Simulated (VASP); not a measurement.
Input of a VASP 6.6.1 run:

File INCAR:

```
SYSTEM = Ir
  ALGO = Normal
  EDIFF = 1E-8
  ENCUT = 520
  GGA = PS
  ISIF = 2
  ISMEAR = -1
  LASPH = .TRUE.
  LCHARG = .FALSE.
  LEFG = .TRUE.
  LREAL = .FALSE.
  LWAVE = .FALSE.
  NBANDS = 10
  NELM = 80
  PREC = Accurate
  SIGMA = 0.05
```

The input KPOINTS:

```
k-points
0
G
  15 15 15
  0 0 0
```

The input POSCAR:

```
Ir
1.0
    0.0000000000      1.9388970000      1.9197000000
    1.9388970000      0.0000000000      1.9197000000
    1.9388970000      1.9388970000      0.0000000000
Ir
1
Direct
    0.0000000000      0.0000000000      0.0000000000
```

Potentials or basis: VASP PAW PBE potentials, release 64 (Ir).

The run is started by

```bash
$ cat potpaw_PBE.64/Ir/POTCAR > POTCAR
$ mpirun -np 1 vasp_std > vasp.out
```

(1) Predict the band gap on the k mesh.

(2) What does it give for the pressure?

Answers

(1) zero (an odd number of electrons rules out a gap without spin polarisation).

(2) -9.0 GPa.

Caveat: the cell differs from its parent crystal (equal xx and yy strain of +1 %); the cell stands under tension; without QUAD_EFG the Cq values of the log hold for a quadrupole moment of 1 mb, not for the nuclei; the PAW data sets were made with another functional, which shifts forces and pressure a little; spin-orbit coupling is left out, which moves the levels of the heavy elements.
